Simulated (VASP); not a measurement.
Runs of VASP 6.6.1 on Nb. The structure is that of space group Fm-3m (No. 225), or close to it. The cells are those of the table. This isn't the form of Nb at room conditions, which is bcc.

```csv
task,level,potentials or basis,cell,gap on the mesh (eV),pressure (GPa),relaxed volume (Å³/atom)
single point,PBE,"VASP PAW PBE potentials, release 64 (Nb_sv)","a = 2.979 Å, angles 60.0°, 1 atom",none,-0.3,-
relaxation of cell and atoms,PBE,"VASP PAW PBE potentials, release 64 (Nb_sv)","relaxed from a = 2.991 Å, angles 60.0°, 1 atom",none,0.0,(b)
single point,PBE+D4,"VASP PAW PBE potentials, release 64 (Nb_sv)","a = 2.963 Å, angles 60.0°, 1 atom",none,(a),-
relaxation of cell and atoms,PBE+D4,"VASP PAW PBE potentials, release 64 (Nb_sv)","relaxed from a = 2.991 Å, angles 60.0°, 1 atom",none,-0.1,18.37
single point,LDA,"VASP PAW LDA potentials, release 64 (Nb_sv)","a = 2.925 Å, angles 60.0°, 1 atom",none,-0.2,-
relaxation of cell and atoms,LDA,"VASP PAW LDA potentials, release 64 (Nb_sv)","relaxed from a = 2.991 Å, angles 60.0°, 1 atom",none,0.1,17.69
```

Alike in all rows: no spin polarisation; k mesh 11 × 11 × 11; cutoff (eV) 500; smearing methfessel-paxton 0.05 eV.

Problem. Estimate the missing entries.

Solution. (a) -0.4; (b) 18.66.

A k mesh can miss the band edges, and the runs leave out spin-orbit coupling on Nb.

A gap of «none» marks levels without a gap at the run's occupations.
